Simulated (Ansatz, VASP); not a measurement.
## Two plane-wave programs on InSe

The input INCAR:

```
SYSTEM = InSe
PREC = Accurate ; ENCUT = 520
EDIFF = 1E-7 ; ISMEAR = -1
SIGMA = 0.05 ; LREAL = .FALSE.
LASPH = .TRUE. ; NELM = 80
ALGO = Normal ; ISIF = 2
LWAVE = .FALSE. ; LCHARG = .TRUE.
GGA = PS ; LELF = .TRUE.
LVHAR = .TRUE. ; NBANDS = 27
```

KPOINTS

```
regular mesh
0
G
  7 7 6
  0 0 0
```

File POSCAR:

```
InSe
1.0
    5.9406648870     -2.0949464201      0.0000000000
    5.9406648870      2.0949464201      0.0000000000
   -1.7570304771      0.0000000000      4.8649274559
In Se
2 2
Direct
    0.8882032500      0.8882032500      0.0468413600
    0.1117967500      0.1117967500      0.9531586400
    0.6609275900      0.6609275900      0.6689556200
    0.3390724100      0.3390724100      0.3310443800
```

The input input.yaml:

```yaml
crystal:
  lattice:
    - [5.940664887, -2.0949464201, 0.0]
    - [5.940664887, 2.0949464201, 0.0]
    - [-1.7570304771, 0.0, 4.8649274559]
  atoms:
    - { symbol: In, position: [0.88820325, 0.88820325, 0.04684136] }
    - { symbol: In, position: [0.11179675, 0.11179675, 0.95315864] }
    - { symbol: Se, position: [0.66092759, 0.66092759, 0.66895562] }
    - { symbol: Se, position: [0.33907241, 0.33907241, 0.33104438] }
hamiltonian:
  xc: pbesol
  pseudopotentials: { kind: paw }
kpoints:
  mp_grid: { grid: [7, 7, 6] }
scf:
  occupations: { method: fermi_dirac, width: 0.05 }
output:
  forces: true
  stress: true
  eigenvalues: true
  write_density: true
  write_potential: true
  elf: true
  volumetric_format: npy
```

Alike in both runs: task single point; functional PBEsol; k mesh 7 × 7 × 6; occupations fermi-dirac, width 0.05 eV; no spin polarisation.

```csv
,VASP,Ansatz
version,VASP 6.6.1,Ansatz 0.2.0
potentials or method,"VASP PAW PBE potentials, release 64 (In_d, Se)",Ansatz PAW
plane-wave cutoff (eV),520,420
valence electrons in the cell,38,58
```

Ansatz gave:

```
gap on the k mesh at the Fermi level (eV)                     : 0.98
least direct gap on the mesh (eV)                             : 0.99
pressure (GPa)                                                : -3.6
traceless stress, the component that is largest in VASP (GPa) : 0.65
rms of the force components (eV/Å)                            : 0.177
```

Task: What did VASP give for the same quantities?

Result: gap on the k mesh at the Fermi level (eV): 0.97; least direct gap on the mesh (eV): 0.99; pressure (GPa): -3.5; traceless stress, the component that is largest in VASP (GPa): 0.64; rms of the force components (eV/Å): 0.169.

VASP's potentials were made for PBE, not for PBEsol. Atom by atom the forces differ by 0.008 eV/Å (rms over components). VASP's potentials hold 38 valence electrons a cell and Ansatz's 58, so a difference there can come from the potentials and not from the codes.

Noted on Ansatz's run: odd divisions of the mesh miss points on the zone boundary, where band edges often lie, so the gap on the mesh can be too wide.
